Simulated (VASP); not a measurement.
# C (Pmmm) in VASP: a series of runs, part 2 of 2

VASP 6.6.1.

## (3) Single point, PBE, collinear spin, ferromagnetic start

Contents of INCAR:

```
PREC = Accurate
ENCUT = 520
EDIFF = 1E-6
ISMEAR = 0
SIGMA = 0.1
LREAL = F
LASPH = T
NELM = 150
ALGO = Normal
ISIF = 2
LWAVE = F
LCHARG = F
ISPIN = 2
MAGMOM = 1
LORBIT = 11
GGA = PE
NBANDS = 12
```

Contents of KPOINTS:

```
regular mesh
0
Gamma
  12 6 6
```

Contents of POSCAR:

```
C
1.0
    1.2863997475      0.0000000000      0.0000000000
    0.0000000000      3.1825767309      0.0000000000
    0.0000000000      0.0000000000      3.2563919204
C
1
Direct
    0.0000000000      0.5000000000      0.0000000000
```

Potentials or basis: VASP PAW PBE potentials, release 64 (C).

On the command line:

```
$ cat potpaw_PBE.64/C/POTCAR > POTCAR
$ mpirun -np 1 vasp_std > vasp.out
```

Run time: 8.5 s. Hardware: 1 thread of Intel Xeon 6975P-C (Granite Rapids), shared host; peak memory 0.13 GiB.

It converged, with:

| Item | Value |
| --- | --- |
| Free energy | -8.1765 eV |
| Pressure | -0.2 GPa |
| Band gap on the k mesh | zero (filled and empty bands overlap) |
| Net moment | 0.00 μB per cell |
| Valence electrons inside the program's atomic spheres | C 2.67 |

Stress tensor (GPa, compression positive):
```
-0.34  0.00  0.00
 0.00  0.32  0.00
 0.00  0.00 -0.51
```

Levels at points of the mesh, in eV from the Fermi level:
Spin up:
| k point | band 1 | band 2 | band 3 | band 4 | band 5 |
| --- | --- | --- | --- | --- | --- |
| (0.00, 0.00, 0.00) | -16.64 | -4.41 | -4.25 | 5.19 | 10.16 |
| (0.50, 0.00, 0.00) | -9.06 | 7.85 | 11.42 | 11.50 | 24.28 |
| (0.00, 0.50, 0.00) | -16.19 | -6.49 | -4.16 | 9.07 | 9.73 |
| (0.50, 0.50, 0.00) | -9.01 | 8.49 | 10.51 | 11.52 | 20.58 |
| (0.00, 0.00, 0.50) | -16.26 | -6.42 | -4.05 | 9.17 | 9.58 |
| (0.50, 0.00, 0.50) | -9.02 | 8.40 | 10.56 | 11.58 | 20.62 |
| (0.00, 0.50, 0.50) | -15.85 | -6.04 | -5.91 | 6.25 | 14.77 |
| (0.50, 0.50, 0.50) | -8.96 | 9.00 | 10.67 | 10.75 | 21.66 |
Spin down:
```tsv
k point	band 1	band 2	band 3	band 4	band 5	band 6	band 7
(0.00, 0.00, 0.00)	-16.64	-4.41	-4.25	5.19	10.16	19.72	20.12
(0.50, 0.00, 0.00)	-9.06	7.85	11.42	11.50	24.28	25.09	25.41
(0.00, 0.50, 0.00)	-16.19	-6.49	-4.16	9.07	9.73	14.05	20.17
(0.50, 0.50, 0.00)	-9.01	8.49	10.51	11.52	20.58	25.76	28.68
(0.00, 0.00, 0.50)	-16.26	-6.42	-4.05	9.17	9.58	14.59	20.08
(0.50, 0.00, 0.50)	-9.02	8.40	10.56	11.58	20.62	25.98	28.56
(0.00, 0.50, 0.50)	-15.85	-6.04	-5.91	6.25	14.77	15.17	23.51
(0.50, 0.50, 0.50)	-8.96	9.00	10.67	10.75	21.66	21.85	28.76
```

Caveat: the k points lie up to 0.41 Å⁻¹ apart.

## (4) Single point, PBE

This run uses another cell than the first one, of 23.40 Å³/atom, 1.755 times its volume.

Contents of INCAR:

```
SYSTEM = C
ALGO = Normal
EDIFF = 1E-6
ENCUT = 520
GGA = PE
ISIF = 2
ISMEAR = 0
LASPH = .TRUE.
LCHARG = .FALSE.
LREAL = .FALSE.
LWAVE = .FALSE.
NBANDS = 8
NELM = 60
PREC = Accurate
SIGMA = 0.1
```

Contents of KPOINTS:

```
k-points
0
G
  42 14 14
  0 0 0
```

Contents of POSCAR:

```
C
1.0
    1.2822880008      0.0000000000      0.0000000000
    0.0000000000      4.2675273030      0.0000000000
    0.0000000000      0.0000000000      4.2764804155
C
1
Direct
    0.0000000000      0.5000000000      0.0000000000
```

Potentials or basis: VASP PAW PBE potentials, release 64 (C).

On the command line:

```
$ cat potpaw_PBE.64/C/POTCAR > POTCAR
$ mpirun -np 1 vasp_std > vasp.out
```

OUTCAR:

```text
SYSTEM = C
   EDIFF = 1E-6
   ENCUT = 520
   GGA = PE
   ISIF = 2
   ISMEAR = 0
   LASPH = .TRUE.
   LREAL = .FALSE.
   NELM = 60
   PREC = Accurate

 ion  position               nearest neighbor table
   1  0.000  0.500  0.000-

  LATTYP: Found a simple orthorhombic cell.
 ALAT       =     1.2822880008
 B/A-ratio  =     3.3280568019
 C/A-ratio  =     3.3350389404

  Lattice vectors:

 A1 = (   1.2822880008,   0.0000000000,   0.0000000000)
 A2 = (   0.0000000000,   4.2675273030,   0.0000000000)
 A3 = (   0.0000000000,   0.0000000000,   4.2764804155)

[... 435 lines left out ...]
      1     -18.0233      2.00000
      2      -6.8768      2.00000
      3      -6.8576      2.00000
      4       2.1145      0.00000
      5       6.4123      0.00000
      6      10.5715      0.00000
      7      10.7063      0.00000
      8      12.3784      0.00000

 [... further k-points ...]
[... 5 lines left out ...]
  --------------------------------------------------------------------------------------
  -------------------------------------------------------------------------------------
  Total       -0.0358769     -0.0002946     -0.0008054     -0.0000000      0.0000000      0.0000000
  in kB       -2.4562753     -0.0201728     -0.0551423     -0.0000000      0.0000000      0.0000000
  external PRESSURE =      -0.8438635 kB  Pullay stress =       0.0000000 kB

 VOLUME and BASIS-vectors are now :
 -----------------------------------------------------------------------------
  energy-cutoff  :      520.00
  volume of cell :       23.40
      direct lattice vectors                 reciprocal lattice vectors
     1.282288001  0.000000000  0.000000000     0.779856007  0.000000000  0.000000000
     0.000000000  4.267527303  0.000000000     0.000000000  0.234327733  0.000000000
     0.000000000  0.000000000  4.276480416     0.000000000  0.000000000  0.233837152

 POSITION                                       TOTAL-FORCE (eV/Angst)
 -----------------------------------------------------------------------------------
      0.00000      2.13376      0.00000         0.000000      0.000000      0.000000
 -----------------------------------------------------------------------------------
    total drift:                                0.000000      0.000000      0.000000

  FREE ENERGIE OF THE ION-ELECTRON SYSTEM (eV)
  ---------------------------------------------------
  free  energy   TOTEN  =        -8.2613836036 eV

  energy  without entropy=       -8.2613835627  energy(sigma->0) =       -8.26138358
```

stdout:

```text
POSCAR found type information on POSCAR C
 POSCAR found :  1 types and       1 ions
 scaLAPACK will be used
 LDA part: xc-table for (Slater+PW92), standard interpolation
 POSCAR, INCAR and KPOINTS ok, starting setup
 FFT: planning ... GRIDC
 FFT: planning ... GRID_SOFT
 FFT: planning ... GRID
 WAVECAR not read
 entering main loop
```

Run time: 2.8 min. Hardware: 1 thread of AMD EPYC 7R13 (Zen 3), shared host; peak memory 0.29 GiB.

Results:

| Property | Result |
| --- | --- |
| Free energy | -8.2614 eV |
| Pressure | -0.1 GPa |
| Band gap on the k mesh | zero (band 2 reaches 7.37 eV, above the bottom of band 3 at -7.22 eV) |

## (5) Summary

| spin | cell | k mesh | gap on the mesh (eV) | pressure (GPa) |
| --- | --- | --- | --- | --- |
| off | a = 1.286, b = 3.183, c = 3.256 Å, 1 atom | 12 × 10 × 8 | none | -0.1 |
| collinear, ferromagnetic start | a = 1.286, b = 3.183, c = 3.256 Å, 1 atom | 12 × 6 × 6 | none | -0.2 |
| off | a = 1.282, b = 4.268, c = 4.276 Å, 1 atom | 42 × 14 × 14 | none | -0.1 |

Alike in all rows: task single point; level PBE; potentials or basis VASP PAW PBE potentials, release 64 (C); cutoff (eV) 520; smearing gaussian 0.1 eV.

Caveats: some runs use coarse meshes.

Total energies depend on the potentials used, so only differences within one code and one set of settings carry meaning.
